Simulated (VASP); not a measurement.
Sb, 1 atom in the cell. Symmetry: Fm-3m, No. 225, cubic system. The conventional cell has a = 4.532 Å, b = 4.532 Å, c = 4.532 Å, α = 90.00°, β = 90.00°, γ = 90.00°. Sb (site symmetry m-3m) has 12 Sb at 3.20 Å within 4.2 Å.  This cell differs from its parent crystal: volume scaled by 0.95.

```yaml
Program: VASP 6.6.1
Task: single point
Functional: PBE
Potentials_or_basis: VASP PAW PBE potentials, release 64 (Sb)
Cutoff: 520 eV
k_mesh: 12 × 12 × 12
Occupations: fermi-dirac, width 0.05 eV
Spin: no spin polarisation
Dipole_correction: no
Further_INCAR_settings: ALGO = Normal; EDIFF = 1e-06; NBANDS = 8
```

Potentials or basis: VASP PAW PBE potentials, release 64 (Sb).

Run with:

```bash
$ cat potpaw_PBE.64/Sb/POTCAR > POTCAR
$ mpirun -np 1 vasp_std > vasp.out
```

Hardware: 1 thread of Intel Xeon 6455B (shared host).

Problem. Estimate the wall time of this run.

Solution. Wall time 5 s on 1 thread of Intel Xeon 6455B, on a shared host, peak memory 0.14 GiB. Counts: scf iterations 9, k points 72.
